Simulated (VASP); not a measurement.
Crystal: CuO.

```
Cu O
1.0
     0.00000    2.11656    2.11656
     2.11656    0.00000    2.11656
     2.11656    2.11656    0.00000
Cu O
1 1
Direct
  0.02950 0.02810 0.90803
  0.47050 0.47190 0.59197
```

Base run:

```yaml
Program: VASP 6.6.1
Functional: LDA
Potentials_or_basis: VASP PAW LDA potentials, release 64 (Cu, O)
Cutoff: 520 eV
k_mesh: 11 × 11 × 11
Occupations: fermi-dirac, width 0.05 eV
Spin: no spin polarisation
Hubbard_terms: Cu d U = 4.5 eV
```

Its results: band gap on the k mesh zero (an odd number of electrons rules out a gap without spin polarisation); pressure -2.6 GPa; largest force 0.646 eV/Å.

The run is repeated on the same cell with these changes: functional from LDA to r2SCAN; potentials or basis from VASP PAW LDA potentials, release 64 (Cu, O) to VASP PAW PBE potentials, release 64 (Cu, O). What comes out?

Band gap on the k mesh zero (an odd number of electrons rules out a gap without spin polarisation); pressure 7.0 GPa; largest force 0.892 eV/Å.

Caveats: an odd number of electrons without spin polarisation forces a metal; a magnetic or distorted state may lie lower; U without spin polarisation on a metal has little footing; the cell stands under pressure (at least some runs); the PAW data sets were made with another functional, which shifts forces and pressure a little (at least some runs).
